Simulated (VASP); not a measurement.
Input of a VASP 6.6.1 run:

Contents of POSCAR:

```
Si2Mo
1.0
   -1.6010447289      1.6010447289      3.9083925469
    1.6010447289     -1.6010447289      3.9083925469
    1.6010447289      1.6010447289     -3.9083925469
Si Mo
2 1
Direct
    0.3352808695      0.3352808695      0.0000000000
    0.6647191305      0.6647191305      0.0000000000
    0.0000000000      0.0000000000      0.0000000000
```

The input INCAR.step1:

```
PREC     = Accurate       # precision mode
ENCUT    = 550            # plane-wave cutoff, eV
ISMEAR   = 0              # smearing method
SIGMA    = 0.05           # smearing width, eV
LREAL    = F              # projectors in reciprocal space
LASPH    = T              # aspherical terms in the spheres
NELM     = 120            # most SCF steps
NBANDS   = 18             # bands
ISYM     = 0            
GGA      = PE             # functional
ALGO     = Normal         # electronic algorithm
EDIFF    = 1E-5           # SCF threshold, eV
LWAVE    = T              # write WAVECAR
LCHARG   = F              # write CHGCAR
GGA_COMPAT= F            
KPAR     = 4
```

INCAR.step2

```
PREC     = Accurate       # precision mode
ENCUT    = 550            # plane-wave cutoff, eV
EDIFF    = 1E-6           # SCF threshold, eV
ISMEAR   = 0              # smearing method
SIGMA    = 0.05           # smearing width, eV
LREAL    = F              # projectors in reciprocal space
LASPH    = T              # aspherical terms in the spheres
NELM     = 120            # most SCF steps
ALGO     = Normal         # electronic algorithm
ISIF     = 2              # what is computed and relaxed
LWAVE    = F              # write WAVECAR
LCHARG   = F              # write CHGCAR
METAGGA  = R2SCAN         # meta-GGA
LMIXTAU  = T            
NBANDS   = 18             # bands
ISYM     = 0            
ISTART   = 1            
GGA_COMPAT= F            
KPAR     = 4
```

KPOINTS

```
Automatic mesh
0
Gamma
  14 14 14
```

Potentials or basis: VASP PAW PBE potentials, release 64 (Si, Mo_sv).

Run with:

```console
$ cat potpaw_PBE.64/Si/POTCAR potpaw_PBE.64/Mo_sv/POTCAR > POTCAR
$ cp INCAR.step1 INCAR
$ mpirun -np 4 vasp_std > vasp.out
$ cp INCAR.step2 INCAR
$ mpirun -np 4 vasp_std > vasp.out
```

(1) Predict the largest force.

(2) What does it give for the band gap on the k mesh?

(3) Predict the pressure.

Results:

(1) 0.007 eV/Å.

(2) zero (bands 11 and 12 overlap by 1.03 eV).

(3) 0.4 GPa.

Caveat: the PAW data sets were made with another functional, which shifts forces and pressure a little.
